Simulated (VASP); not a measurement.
# Mn2ZnAs2 in VASP: single point with HSE06

Aim: the single point of Mn2ZnAs2 with HSE06.

Everything below comes from runs of VASP 6.6.1. Logs are shortened: lines on timing, memory, paths and dates and some standing lists are left out, and cuts for length are marked.

## Step 1: The cell of the first run

The typed cell holds 5 atoms: a = 4.126 Å, b = 4.126 Å, c = 6.615 Å, α = 90.00°, β = 90.00°, γ = 120.00°.

## Step 2: Single point, HSE06

Input file POSCAR:

```
Mn2ZnAs2
1.0
    4.1256740000      0.0000000000      0.0000000000
   -2.0628370000      3.5729400000      0.0000000000
    0.0000000000      0.0000000000      6.6147670000
Mn As Zn
2 2 1
Direct
    0.3333000000      0.6667000000      0.3694400000
    0.6667000000      0.3333000000      0.6305600000
    0.3333000000      0.6667000000      0.7679300000
    0.6667000000      0.3333000000      0.2320700000
    0.0000000000      0.0000000000      0.0000000000
```

Input file INCAR.step1:

```
SYSTEM = Mn2ZnAs2
  PREC = Accurate
  ENCUT = 520
  EDIFF = 1E-5
  ISMEAR = -1
  SIGMA = 0.0768
  LREAL = .FALSE.
  LASPH = .TRUE.
  NELM = 80
  ALGO = Normal
  ISIF = 2
  LWAVE = .TRUE.
  LCHARG = .FALSE.
  GGA = PE
  NBANDS = 32
```

Input file INCAR.step2:

```
SYSTEM = Mn2ZnAs2
  PREC = Accurate
  ENCUT = 520
  EDIFF = 1E-7
  ISMEAR = -1
  SIGMA = 0.0768
  LREAL = .FALSE.
  LASPH = .TRUE.
  NELM = 80
  ALGO = Normal
  ISIF = 2
  LWAVE = .FALSE.
  LCHARG = .FALSE.
  GGA = PE
  LHFCALC = .TRUE.
  HFSCREEN = 0.2079
  PRECFOCK = Fast
  ISTART = 1
  NBANDS = 32
```

Input file KPOINTS:

```
Automatic mesh
0
G
  3 3 2
  0 0 0
```

Potentials or basis: VASP PAW PBE potentials, release 64 (Mn_pv, As, Zn).

Launch:

```console
> cat potpaw_PBE.64/Mn_pv/POTCAR potpaw_PBE.64/As/POTCAR potpaw_PBE.64/Zn/POTCAR > POTCAR
> cp INCAR.step1 INCAR
> mpirun -np 1 vasp_std > vasp.out
> cp INCAR.step2 INCAR
> mpirun -np 1 vasp_std > vasp.out
```

OUTCAR:

```text
SYSTEM = Mn2ZnAs2
   PREC = Accurate
   ENCUT = 520
   EDIFF = 1E-7
   ISMEAR = -1
   LREAL = .FALSE.
   LASPH = .TRUE.
   NELM = 80
   ISIF = 2
   GGA = PE
   LHFCALC = .TRUE.
   HFSCREEN = 0.2079
   PRECFOCK = Fast
   ISTART = 1

 ion  position               nearest neighbor table
   1  0.333  0.667  0.369-   4 2.55   4 2.55   4 2.55   3 2.64   2 2.94   2 2.94   2 2.94
   2  0.667  0.333  0.631-   3 2.55   3 2.55   3 2.55   4 2.64   1 2.94   1 2.94   1 2.94
   3  0.333  0.667  0.768-   2 2.55   2 2.55   2 2.55   1 2.64   5 2.83   5 2.83   5 2.83
   4  0.667  0.333  0.232-   1 2.55   1 2.55   1 2.55   2 2.64   5 2.83   5 2.83   5 2.83
   5  0.000  0.000  0.000-   3 2.83   4 2.83   4 2.83   3 2.83   4 2.83   3 2.83

  LATTYP: Found a hexagonal cell.
 ALAT       =     4.1256740000
 C/A-ratio  =     1.6033179064

  Lattice vectors:

 A1 = (   4.1256740000,   0.0000000000,   0.0000000000)
 A2 = (  -2.0628370000,   3.5729400000,   0.0000000000)
 A3 = (   0.0000000000,   0.0000000000,   6.6147670000)

Analysis of symmetry for initial positions (statically):
=====================================================================
 Subroutine PRICEL returns:
 Original cell was already a primitive cell.

 Routine SETGRP: Setting up the symmetry group for a
 hexagonal supercell.

 Subroutine GETGRP returns: Found  4 space group operations
 (whereof  4 operations were pure point group operations)
 out of a pool of 24 trial point group operations.

The static configuration has the point symmetry C_2h.

Analysis of symmetry for dynamics (positions and initial velocities):
=====================================================================
 Subroutine PRICEL returns:
 Original cell was already a primitive cell.

 Routine SETGRP: Setting up the symmetry group for a
 hexagonal supercell.

 Subroutine GETGRP returns: Found  4 space group operations
 (whereof  4 operations were pure point group operations)
 out of a pool of 24 trial point group operations.

The dynamic configuration has the point symmetry C_2h.

 Subroutine INISYM returns: Found  4 space group operations
 (whereof  4 operations are pure point group operations),
 and found     1 'primitive' translations

----------------------------------------------------------------------------------------

                                     Primitive cell

  volume of cell :      97.5069

  direct lattice vectors                    reciprocal lattice vectors
     4.125674000  0.000000000  0.000000000     0.242384638  0.139940777  0.000000000
    -2.062837000  3.572940000  0.000000000     0.000000000  0.279881554  0.000000000
     0.000000000  0.000000000  6.614767000     0.000000000  0.000000000  0.151176905

  length of vectors
     4.125674000  4.125675306  6.614767000     0.279881643  0.279881554  0.151176905

  position of ions in fractional coordinates (direct lattice)
     0.333300000  0.666700000  0.369440000
     0.666700000  0.333300000  0.630560000
     0.333300000  0.666700000  0.767930000
     0.666700000  0.333300000  0.232070000
     0.000000000  0.000000000  0.000000000

  ion indices of the primitive-cell ions
   primitive index   ion index
                 1           1
                 2           2
                 3           3
                 4           4
                 5           5

----------------------------------------------------------------------------------------

 KPOINTS: Automatic mesh

Automatic generation of k-mesh.
 Grid dimensions read from file:
 generate k-points for:    3    3    2

 Generating k-lattice:

  Cartesian coordinates                     Fractional coordinates (reciprocal lattice)
     0.080794879  0.046646926  0.000000000     0.333333333  0.000000000  0.000000000
     0.000000000  0.093293851  0.000000000     0.000000000  0.333333333  0.000000000
     0.000000000  0.000000000  0.075588452     0.000000000  0.000000000  0.500000000

  Length of vectors
     0.093293881  0.093293851  0.075588452

  Shift w.r.t. Gamma in fractional coordinates (k-lattice)
     0.000000000  0.000000000  0.000000000

 Subroutine IBZKPT returns following result:
 ===========================================

 Found      8 irreducible k-points:

 Following reciprocal coordinates:
            Coordinates               Weight
  0.000000  0.000000  0.000000      1.000000
  0.333333  0.000000  0.000000      4.000000
 -0.333333  0.333333  0.000000      2.000000
  0.333333  0.333333  0.000000      2.000000
  0.000000  0.000000  0.500000      1.000000
  0.333333  0.000000  0.500000      4.000000
 -0.333333  0.333333  0.500000      2.000000
  0.333333  0.333333  0.500000      2.000000
   k-points           NKPTS =      8   k-points in BZ     NKDIM =     18   number of bands    NBANDS=     32
   number of dos      NEDOS =    301   number of ions     NIONS =      5
   total plane-waves  NPLWV =  51200
   dimension x,y,z NGX =    32 NGY =   32 NGZ =   50
   dimension x,y,z NGXF=    64 NGYF=   64 NGZF=  100
   ions per type =               2   2   1
   NGX,Y,Z   is equivalent  to a cutoff of  12.89, 12.89, 12.57 a.u.
   NGXF,Y,Z  is equivalent  to a cutoff of  25.79, 25.79, 25.13 a.u.
 SYSTEM =  Mn2ZnAs2
   PREC   = accura    normal or accurate (medium, high low for compatibility)
   ISTART =      1    job   : 0-new  1-cont  2-samecut
   ICHARG =      0    charge: 1-file 2-atom 10-const
   ISPIN  =      1    spin polarized calculation?
   LNONCOLLINEAR =      F non collinear calculations
   LSORBIT =      F    spin-orbit coupling
   LASPH  =      T    aspherical Exc in radial PAW
   ENCUT  =  520.0 eV  38.22 Ry    6.18 a.u.   7.67  7.67 12.30*2*pi/ulx,y,z
   NELM   =     80;   NELMIN=  2; NELMDL=  0     # of ELM steps
   EDIFF  = 0.1E-06   stopping-criterion for ELM
   LREAL  =      F    real-space projection
   EDIFFG = 0.1E-05   stopping-criterion for IOM
   NSW    =      0    number of steps for IOM
   IBRION =     -1    ionic relax: 0-MD 1-quasi-New 2-CG
   NFREE  =      0    steps in history (QN), initial steepest desc. (CG)
   ISIF   =      2    stress and relaxation
   ISYM   =      3    0-nonsym 1-usesym 2-fastsym
   POTIM  = 0.5000    time-step for ionic-motion
   TEBEG  =    0.0;   TEEND  =   0.0 temperature during run
   PSTRESS=    0.0 pullay stress
   NELECT =      48.0000    total number of electrons
   NUPDOWN=      -1.0000    fix difference up-down
   EMIN   =  10.00;   EMAX   =-10.00  energy-range for DOS
   EFERMI =   0.00;   METHOD = LEGACY
   ISMEAR =    -1;   SIGMA  =   0.08  broadening in eV -4-tet -1-fermi 0-gaus
   EFERMI_NEDOS =   21; number of points for ismear=-14 and -15
   IALGO  =     38    algorithm
   IMIX   =      1    mixing-type and parameters
     AMIX     =   0.40;   BMIX     =  1.00
     AMIX_MAG =   1.60;   BMIX_MAG =  1.00
  volume/ion in A,a.u.               =      19.50       131.60
  Fermi-wavevector in a.u.,A,eV,Ry     =   1.292638  2.442731 22.734144  1.670912
  Thomas-Fermi vector in A             =   2.424333
   LORBIT       =      0    0 simple, 1 ext, 2 COOP (PROOUT), +10 PAW based schemes
   GGA     = PE    functional components
   LHFCALC =     T    Hartree Fock is set to
   PRECFOCK=fast      Normal, Fast or Accurate (Low or Medium for compatibility)
   ENCUT4O =  -1.0   cutoff for four orbital integrals eV
   NKREDX  =     1    reduce k-point grid by
   NKREDY  =     1    reduce k-point grid by
   NKREDZ  =     1    reduce k-point grid by
   AEXX    =    0.2500 exact exchange contribution
   HFSCREEN=    0.2079 screening length (either q_TF or 0.3 A-1)
   HFSCREENC=   0.2079 screening length for correlation (either q_TF or 0.3 A-1)
   ENCUTFOCK=  -1.0 apply spherical cutoff to Coloumb kernel
   IVDW    =     0    specifies the selected vdW correction
   LEPSILON=     F    determine dielectric tensor
   LRPA    =     F    only Hartree local field effects (RPA)
 non-spin polarized calculation
  energy-cutoff  :      520.00
  volume of cell :       97.51
 maximum number of plane-waves:      2639
  NGX = 18; NGY = 18; NGZ = 28

 number of electron      48.0000007 magnetization

 Free energy of the ion-electron system (eV)
  ---------------------------------------------------
  ext. energy  EPLUGINS =         0.00000000
  ---------------------------------------------------
  free energy    TOTEN  =       -31.88005170 eV

  energy without entropy =      -31.84886703  energy(sigma->0) =      -31.86445937

 E-fermi :   4.0792     XC(G=0):  -8.6024

 val. band max:        3.9744545669   @ k =   0.3333   0.3333   0.5000
 cond. band min:       4.2156297455   @ k =   0.3333   0.3333   0.0000
 fundamental gap:      0.2411751785
 Fermi energy:         4.0792389831

 k-point     1 :       0.0000    0.0000    0.0000
  band No.  band energies     occupation
      1     -46.9251      2.00000
      2     -46.9204      2.00000
      3     -46.9200      2.00000
      4     -46.8965      2.00000
      5     -46.8819      2.00000
      6     -46.8815      2.00000
[... 24 lines left out ...]
     31       7.9976      0.00000
     32      10.1314      0.00000

 k-point     2 :       0.3333    0.0000    0.0000
  band No.  band energies     occupation
      1     -46.9314      2.00000
      2     -46.9282      2.00000
      3     -46.9231      2.00000
      4     -46.8899      2.00000
      5     -46.8799      2.00000
      6     -46.8797      2.00000
[... 24 lines left out ...]
     31       8.3199      0.00000
     32      10.0006      0.00000
[... 173 lines left out ...]
     31       8.7767      0.00000
     32      10.0707      0.00000

 k-point     8 :       0.3333    0.3333    0.5000
  band No.  band energies     occupation
      1     -46.9316      2.00000
      2     -46.9315      2.00000
      3     -46.9285      2.00000
      4     -46.8830      2.00000
      5     -46.8830      2.00000
      6     -46.8788      2.00000
[... 24 lines left out ...]
     31       9.0129      0.00000
     32       9.0130      0.00000

------------------------ aborting loop because EDIFF is reached ----------------------------------------

  FORCE on cell =-STRESS in cart. coord.  units (eV):
  Direction    XX          YY          ZZ          XY          YZ          ZX
  --------------------------------------------------------------------------------------
  -------------------------------------------------------------------------------------
  Total       -8.5286451     -8.5268671    -11.7461375      0.0015461     -0.0007967      0.0013781
  in kB     -140.1378481   -140.1086318   -193.0058528      0.0254045     -0.0130904      0.0226443
  external PRESSURE =    -157.7507776 kB  Pullay stress =       0.0000000 kB

 VOLUME and BASIS-vectors are now :
 -----------------------------------------------------------------------------
  energy-cutoff  :      520.00
  volume of cell :       97.51
      direct lattice vectors                 reciprocal lattice vectors
     4.125674000  0.000000000  0.000000000     0.242384638  0.139940777  0.000000000
    -2.062837000  3.572940000  0.000000000     0.000000000  0.279881554  0.000000000
     0.000000000  0.000000000  6.614767000     0.000000000  0.000000000  0.151176905

 POSITION                                       TOTAL-FORCE (eV/Angst)
 -----------------------------------------------------------------------------------
     -0.00021      2.38208      2.44376         0.002283     -0.001318      0.140548
      2.06304      1.19086      4.17101        -0.002283      0.001318     -0.140548
     -0.00021      2.38208      5.07968         0.001470     -0.000849     -2.011015
      2.06304      1.19086      1.53509        -0.001470      0.000849      2.011015
      0.00000      0.00000      0.00000        -0.000000      0.000000      0.000000
 -----------------------------------------------------------------------------------
    total drift:                                0.000000     -0.000000      0.000002

  FREE ENERGIE OF THE ION-ELECTRON SYSTEM (eV)
  ---------------------------------------------------
  free  energy   TOTEN  =       -31.8800517011 eV

  energy  without entropy=      -31.8488670290  energy(sigma->0) =      -31.86445937
```

It took 13 min on 1 thread of Intel Xeon 6975P-C (Granite Rapids), shared host; peak memory 0.35 GiB.

Results:

```
Free energy            : -31.8801 eV
Pressure               : -15.8 GPa
Largest force          : 2.011 eV/Å
Band gap on the k mesh : 0.24 eV (least direct gap 0.45 eV)
```

Forces on the atoms (eV/Å):
```
Mn   0.002 -0.001  0.141
Mn  -0.002  0.001 -0.141
As   0.001 -0.001 -2.011
As  -0.001  0.001  2.011
Zn   0.000  0.000  0.000
```

Caveat: the k points lie up to 0.59 Å⁻¹ apart; the PAW data sets were made with another functional, which shifts forces and pressure a little. A k mesh can miss the band edges.
